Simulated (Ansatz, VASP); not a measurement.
CsH in VASP and in Ansatz

```
Cs H
1.0
     0.00000    3.12666    3.12666
     3.12666    0.00000    3.12666
     3.12666    3.12666    0.00000
Cs H
1 1
Direct
  0.00000 0.00000 0.00000
  0.50000 0.50000 0.50000
```

Change from the starting cell: volume scaled by 0.9405, crystal datasets.

Alike in both runs: task electric field gradients; functional r2SCAN; k mesh 7 × 7 × 7; occupations fermi-dirac, width 0.02 eV; no spin polarisation.

|  | VASP | Ansatz |
| --- | --- | --- |
| version | VASP 6.6.1 | Ansatz 0.2.0 |
| potentials or method | VASP PAW PBE potentials, release 64 (Cs_sv, H), cutoff 520 eV | all-electron PAW with datasets made for the crystal, scalar-relativistic |

Ansatz gave:

```
gap on the k mesh at the Fermi level (eV) : 2.85
pressure (GPa)                            : 0.6
```

Q: What did VASP give for the same quantities?

A: gap on the k mesh at the Fermi level (eV): 2.84; pressure (GPa): 0.7.

VASP's potentials were made for PBE, not for r2SCAN. Ansatz ran all-electron here, and VASP with PAW potentials.

Neither program's run includes spin-orbit coupling.
